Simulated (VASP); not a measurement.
Write the native input for VASP 6.6.1 that does the following.

| Property | Result |
| --- | --- |
| Task | single point |
| Functional | PBE |
| Potentials or basis | VASP PAW PBE potentials, release 64 (Cd, Rb_sv, Se, O) |
| Cutoff | 520 eV |
| k mesh | 5 × 5 × 5 |
| Occupations | fermi-dirac, width 0.1 eV |
| Spin | no spin polarisation |
| Dipole correction | no |
| Further INCAR settings | ALGO = Fast; EDIFF = 1e-06; NBANDS = 50 |

The structure of Rb2CdSe2O6 lies in POSCAR:

```
Rb2CdSe2O6
1.0
    5.7462710000      0.0000000000      0.0000000000
   -2.8731350000      4.9764210000      0.0000000000
   -2.8731350000      1.6588070000      6.5515760000
Cd Rb Se O
1 2 2 6
Direct
    0.0000000000      0.0000000000      0.0000000000
    0.8038000000      0.1962000000      0.4113000000
    0.1962000000      0.8038000000      0.5887000000
    0.6269500000      0.3730500000      0.8807500000
    0.3730500000      0.6269500000      0.1192500000
    0.7444100000      0.2555900000      0.7720300000
    0.7444100000      0.7167900000      0.7720300000
    0.2832100000      0.2555900000      0.7720300000
    0.2555900000      0.7444100000      0.2279700000
    0.7167900000      0.7444100000      0.2279700000
    0.2555900000      0.2832100000      0.2279700000
```

The input as run:

INCAR

```
  PREC = Accurate
  ENCUT = 520
  EDIFF = 1E-6
  ISMEAR = -1
  SIGMA = 0.1
  LREAL = False
  LASPH = True
  NELM = 100
  ALGO = Fast
  ISIF = 2
  LWAVE = False
  LCHARG = False
  GGA = PE
  NBANDS = 50
```

KPOINTS

```
Automatic mesh
0
Gamma
  5 5 5
```

Potentials or basis: VASP PAW PBE potentials, release 64 (Cd, Rb_sv, Se, O).

Run with:

```sh
$ cat potpaw_PBE.64/Cd/POTCAR potpaw_PBE.64/Rb_sv/POTCAR potpaw_PBE.64/Se/POTCAR potpaw_PBE.64/O/POTCAR > POTCAR
$ mpirun -np 1 vasp_std > vasp.out
```

Results of the run:

| Quantity | Value |
| --- | --- |
| Pressure | 6.2 GPa |
| Largest force | 1.678 eV/Å |
| Band gap on the k mesh | 3.86 eV (least direct gap 4.11 eV) |

Caveat: the cell stands under pressure; an odd mesh through Γ misses points on the zone boundary, where band edges can lie; forces of over 1 eV/Å act on the atoms, so gaps and moduli don't describe the material at rest.

Run time: 8.1 min on 1 thread of Intel(R) Xeon(R) Platinum 8488C (Sapphire Rapids) (shared host), peak memory 0.57 GiB.
